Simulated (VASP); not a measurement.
Here is a VASP 6.6.1 calculation.

The input INCAR:

```
SYSTEM = Re
ALGO = Fast
EDIFF = 1E-6
ENCUT = 520
GGA = PE
ISIF = 2
ISMEAR = -1
LASPH = .True.
LCHARG = .True.
LELF = .True.
LREAL = .False.
LVHAR = .True.
LWAVE = .False.
NBANDS = 14
NELM = 80
PREC = Accurate
SIGMA = 0.05
```

File KPOINTS:

```
k-points
0
Gamma
  11 11 6
  0 0 0
```

The input POSCAR:

```
Re
1.0
    2.7747779794      0.0000000000      0.0000000000
   -1.3873889897      2.4030282201      0.0000000000
    0.0000000000      0.0000000000      4.4844998140
Re
2
Direct
    0.6666666667      0.3333333333      0.7500000000
    0.3333333333      0.6666666667      0.2500000000
```

Potentials or basis: VASP PAW PBE potentials, release 64 (Re).

Command:

```console
$ cat potpaw_PBE.64/Re/POTCAR > POTCAR
$ mpirun -np 1 vasp_std > vasp.out
```

Task: What does it give for the band gap on the k mesh?

Result: Zero (bands 7 and 8 overlap by 2.97 eV).

Task: What does it give for the pressure?

Result: -0.5 GPa.

Stress tensor (GPa, compression positive):
```
-0.43  0.00  0.00
 0.00 -0.43  0.00
 0.00  0.00 -0.60
```

Caveat: spin-orbit coupling is left out, which moves the levels of the heavy elements.
